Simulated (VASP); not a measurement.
Set up this calculation in VASP 6.6.1, as the native input.

| Quantity | Value |
| --- | --- |
| Task | single point |
| Functional | PBE-based screened hybrid with 35 % exact exchange |
| Potentials or basis | VASP PAW PBE potentials, release 64 (Cu, I) |
| Cutoff | 520 eV |
| k mesh | 2 × 2 × 4 |
| Occupations | gaussian, width 0.01 eV |
| Spin | no spin polarisation |
| Dipole correction | no |
| Grid for exact exchange (PRECFOCK) | Normal |
| Share of exact exchange | 0.35 |
| Further INCAR settings | ALGO = Normal; EDIFF = 1e-07; NBANDS = 26 |
| Screening parameter | 0.1 1/Å |

The system is CuI.

```
Cu I
1.0
     3.50375   -3.59315    0.00000
     3.50375    3.59315    0.00000
     0.00000    0.00000    4.32201
Cu I
2 2
Direct
  0.41680 0.58320 0.75000
  0.58320 0.41680 0.25000
  0.77795 0.22205 0.75000
  0.22205 0.77795 0.25000
```

One way to write it, as run:

POSCAR

```
CuI
1.0
    3.5037459921     -3.5931530553      0.0000000000
    3.5037459921      3.5931530553      0.0000000000
    0.0000000000      0.0000000000      4.3220095893
Cu I
2 2
Direct
    0.4168025109      0.5831974891      0.7500000000
    0.5831974891      0.4168025109      0.2500000000
    0.7779467703      0.2220532297      0.7500000000
    0.2220532297      0.7779467703      0.2500000000
```

INCAR.step1

```
ALGO = Normal
EDIFF = 1E-5
ENCUT = 520
GGA = PE
ISIF = 2
ISMEAR = 0
LASPH = T
LCHARG = F
LREAL = F
LWAVE = T
NBANDS = 26
NELM = 60
PREC = Accurate
SIGMA = 0.01
```

INCAR.step2

```
AEXX = 0.35
ALGO = Normal
EDIFF = 1E-7
ENCUT = 520
GGA = PE
HFSCREEN = 0.1
ISIF = 2
ISMEAR = 0
ISTART = 1
LASPH = T
LCHARG = F
LHFCALC = T
LREAL = F
LWAVE = F
NBANDS = 26
NELM = 60
PREC = Accurate
PRECFOCK = Normal
SIGMA = 0.01
```

KPOINTS

```
k-points
0
Gamma
  2 2 4
```

Potentials or basis: VASP PAW PBE potentials, release 64 (Cu, I).

Command:

```console
$ cat potpaw_PBE.64/Cu/POTCAR potpaw_PBE.64/I/POTCAR > POTCAR
$ cp INCAR.step1 INCAR
$ mpirun -np 1 vasp_std > vasp.out
$ cp INCAR.step2 INCAR
$ mpirun -np 1 vasp_std > vasp.out
```

It gave:

```
Pressure               : 1.9 GPa
Largest force          : 0.232 eV/Å
Band gap on the k mesh : 3.18 eV
```

Caveat: the k points lie up to 0.63 Å⁻¹ apart; the PAW data sets were made with another functional, which shifts forces and pressure a little; spin-orbit coupling is left out, which moves the levels of the heavy elements.

It took 38 min on 1 thread of AMD EPYC 7571, with other jobs on the host, peak memory 0.33 GiB.
